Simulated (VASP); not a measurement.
# La2Zr2O (P-6m2) in VASP: further runs, part 3 of 3

VASP 6.6.1. The steps go on from the part before.

## Step 5: Single point, PBE

This run uses another cell than the first one, of 26.35 Å³/atom, 1.087 times its volume.

The input, INCAR:

```
SYSTEM = La2Zr2O
  PREC = Accurate
  ENCUT = 520
  EDIFF = 1E-6
  ISMEAR = 0
  SIGMA = 0.1
  LREAL = .FALSE.
  LASPH = .TRUE.
  NELM = 100
  ALGO = Normal
  ISIF = 2
  LWAVE = .FALSE.
  LCHARG = .TRUE.
  GGA = PE
  LELF = .TRUE.
  LVHAR = .TRUE.
  NBANDS = 34
```

The input, KPOINTS:

```
regular mesh
0
G
  6 6 2
  0 0 0
```

The input, POSCAR:

```
La2Zr2O
1.0
    3.5677621623      0.0000000025      0.0000000000
   -1.7838810833      3.0897726660      0.0000000000
    0.0000000000      0.0000000000     11.9538776405
La Zr O
2 2 1
Direct
    0.0000000000      0.0000000000      0.7221991266
    0.0000000000      0.0000000000      0.2778008734
    0.6666666667      0.3333333333      0.5000000000
    0.3333333333      0.6666666667      0.0000000000
    0.6666666667      0.3333333333      0.0000000000
```

Launch:

```console
$ cat potpaw_PBE.64/La/POTCAR potpaw_PBE.64/Zr_sv/POTCAR potpaw_PBE.64/O/POTCAR > POTCAR
$ mpirun -np 1 vasp_std > vasp.out
```

It took 86 s on 1 thread of Intel Xeon Platinum 8488C (Sapphire Rapids), shared host; peak memory 0.29 GiB.

It converged, with:

| Item | Value |
| --- | --- |
| Free energy | -35.4158 eV |
| Pressure | 0.1 GPa |
| Largest force | 0.004 eV/Å |
| Band gap on the k mesh | zero (band 26 reaches 8.73 eV, above the bottom of band 27 at 7.67 eV) |

Forces in eV/Å, atoms in the order of the input:
```
La   0.000  0.000  0.004
La   0.000  0.000 -0.004
Zr   0.000  0.000  0.000
Zr   0.000  0.000  0.000
O    0.000  0.000  0.000
```

Levels at points of the mesh, in eV from the Fermi level:
| k point | band 22 | band 23 | band 24 | band 25 | band 26 | band 27 | band 28 | band 29 | band 30 | band 31 |
| --- | --- | --- | --- | --- | --- | --- | --- | --- | --- | --- |
| (0.00, 0.00, 0.00) | -2.37 | -1.96 | -1.30 | 0.60 | 0.67 | 0.67 | 0.68 | 0.87 | 0.87 | 1.47 |
| (0.50, 0.00, 0.00) | -1.93 | -1.71 | -1.10 | -0.83 | -0.37 | 0.10 | 0.48 | 0.57 | 0.96 | 1.03 |
| (0.00, 0.00, 0.50) | -2.85 | -2.03 | -1.02 | 0.67 | 0.67 | 0.78 | 0.92 | 0.92 | 1.02 | 1.19 |
| (0.50, 0.00, 0.50) | -1.87 | -1.79 | -1.64 | -0.65 | -0.44 | 0.41 | 0.56 | 0.74 | 0.81 | 1.10 |

Caveat: spin-orbit coupling is left out, which moves the levels of the heavy elements.

## Step 6: Relaxation of cell and atoms, PBE

The input, INCAR:

```
SYSTEM = La2Zr2O
PREC = Accurate
ENCUT = 600
EDIFF = 1E-7
ISMEAR = 0
SIGMA = 0.1
LREAL = .False.
LASPH = .True.
NELM = 100
ALGO = Normal
ISIF = 3
LWAVE = .False.
LCHARG = .False.
GGA = PE
IBRION = 2
NSW = 90
EDIFFG = -0.04
```

The input, KPOINTS:

```
Automatic mesh
0
Gamma
  6 6 2
  0 0 0
```

The input, POSCAR:

```
La2Zr2O
1.0
    4.1516929300      0.0000000000      0.0000000000
   -2.0758464700      3.5954715500      0.0000000000
    0.0000000000      0.0000000000      8.1185296800
La Zr O
2 2 1
Direct
    0.0000000000      0.0000000000      0.7055339800
    0.0000000000      0.0000000000      0.2944660200
    0.6666666700      0.3333333300      0.5000000000
    0.3333333300      0.6666666700      0.0000000000
    0.6666666700      0.3333333300      0.0000000000
```

Potentials or basis: VASP PAW PBE potentials, release 64 (La, Zr_sv, O).

Launch:

```console
$ cat potpaw_PBE.64/La/POTCAR potpaw_PBE.64/Zr_sv/POTCAR potpaw_PBE.64/O/POTCAR > POTCAR
$ mpirun -np 1 vasp_std > vasp.out
```

It took 19 min on 1 thread of Intel Xeon Platinum 8488C (Sapphire Rapids), shared host; peak memory 0.36 GiB.

The run converged. Its results:

```yaml
Free_energy: -35.2636 eV
Relaxed_volume: 25.74 Å³/atom
Relaxed_cell: a = 3.587 Å, b = 3.587 Å, c = 11.551 Å, α = 90.00°, β = 90.00°, γ = 120.00°
Space_group_after_relaxing_to_0.05_Å: P-6m2 (No. 187)
Energy_gained_by_relaxing: 750.5 meV/atom
Ionic_steps: 17
Pressure_after_relaxing: -0.1 GPa
Largest_force_after_relaxing: 0.011 eV/Å
Band_gap_on_the_k_mesh: zero (band 26 reaches 8.91 eV, above the bottom of band 27 at 7.96 eV)
```

Forces on the atoms (eV/Å):
```
La   0.000  0.000  0.011
La   0.000  0.000 -0.011
Zr   0.000  0.000  0.000
Zr   0.000  0.000  0.000
O    0.000  0.000  0.000
```

Stress tensor (GPa, compression positive):
```
-0.24  0.00  0.00
 0.00 -0.24  0.00
 0.00  0.00  0.10
```

The path:
| step | energy change (eV) | largest force (eV/Å) | pressure (GPa) | volume (Å³) |
| --- | --- | --- | --- | --- |
| 1 | 0.0000 | 1.7608 | -1.16 | 121.19 |
| 2 | -1.3740 | 1.3334 | 0.77 | 117.55 |
| 3 | -1.8492 | 1.2015 | 24.43 | 101.06 |
| 4 | -2.6995 | 0.1709 | 9.34 | 109.38 |
| 5 | -2.6956 | 0.2565 | 12.39 | 107.31 |
| 6 | -3.2650 | 0.8269 | 7.42 | 114.91 |
| 7 | -3.4429 | 1.0518 | 2.63 | 123.94 |
| 8 | -3.4498 | 1.0395 | 3.24 | 122.72 |
| 9 | -3.5484 | 0.9102 | 1.38 | 125.08 |
| 10 | -3.5899 | 0.7062 | -0.99 | 128.63 |
| 11 | -3.5915 | 0.7435 | -0.62 | 128.03 |
| 12 | -3.6398 | 0.6105 | -0.30 | 127.95 |
| 13 | -3.7320 | 0.2317 | -0.01 | 127.70 |
| 14 | -3.6795 | 0.5556 | 1.54 | 127.13 |
| 15 | -3.7501 | 0.0294 | 0.42 | 127.52 |
| 16 | -3.7524 | 0.0090 | -0.20 | 128.83 |
| 17 | -3.7524 | 0.0110 | -0.13 | 128.68 |

Final structure:
```xyz
5
Lattice="3.5866 0.0000 0.0000 -1.7933 3.1061 0.0000 0.0000 0.0000 11.5506" Properties=species:S:1:pos:R:3 pbc="T T T"
La    0.0000    0.0000    8.3671
La    0.0000    0.0000    3.1835
Zr    1.7933    1.0354    5.7753
Zr    0.0000    2.0707    0.0000
O     1.7933    1.0354    0.0000
```

Levels at points of the mesh, in eV from the Fermi level:
```csv
k point,band 24,band 25,band 26,band 27,band 28,band 29
"(0.00, 0.00, 0.00)",-1.19,0.55,0.60,0.60,0.72,0.72
"(0.50, 0.00, 0.00)",-1.05,-0.84,-0.33,0.13,0.41,0.46
"(0.00, 0.00, 0.50)",-0.93,0.60,0.60,0.78,0.78,0.87
"(0.50, 0.00, 0.50)",-1.68,-0.62,-0.42,0.50,0.63,0.64
```

Caveat: the k points lie up to 0.34 Å⁻¹ apart in the final cell; spin-orbit coupling is left out, which moves the levels of the heavy elements.

## Step 7: The runs side by side

```tsv
task	cell	k mesh	cutoff (eV)	gap on the mesh (eV)	pressure (GPa)	relaxed volume (Å³/atom)	largest force (eV/Å)
single point	a = 4.152, b = 4.152, c = 8.119 Å, angles 90.0, 90.0, 120.0°, 5 atoms	6 × 6 × 2	520	none	-1.1	-	1.76
single point	a = 3.558, b = 3.558, c = 11.998 Å, angles 90.0, 90.0, 120.0°, 5 atoms	12 × 12 × 4	520	none	0.1	-	-
relaxation of cell and atoms	relaxed from a = 3.568, b = 3.568, c = 11.954 Å, angles 90.0, 90.0, 120.0°, 5 atoms	12 × 12 × 4	600	none	0.0	26.33	-
single point	a = 3.568, b = 3.568, c = 11.954 Å, angles 90.0, 90.0, 120.0°, 5 atoms	6 × 6 × 2	520	none	0.1	-	-
relaxation of cell and atoms	relaxed from a = 4.152, b = 4.152, c = 8.119 Å, angles 90.0, 90.0, 120.0°, 5 atoms	6 × 6 × 2	600	none	-0.1	25.74	0.01
```

Alike in all rows: level PBE; potentials or basis VASP PAW PBE potentials, release 64 (La, Zr_sv, O); no spin polarisation; smearing gaussian 0.1 eV.

Caveats: some runs use coarse meshes; spin-orbit coupling is left out, which moves the levels of the heavy elements; forces of over 1 eV/Å act on the atoms, so gaps and moduli don't describe the material at rest (some runs).

Absolute energies hang on the potentials; compare differences alone.
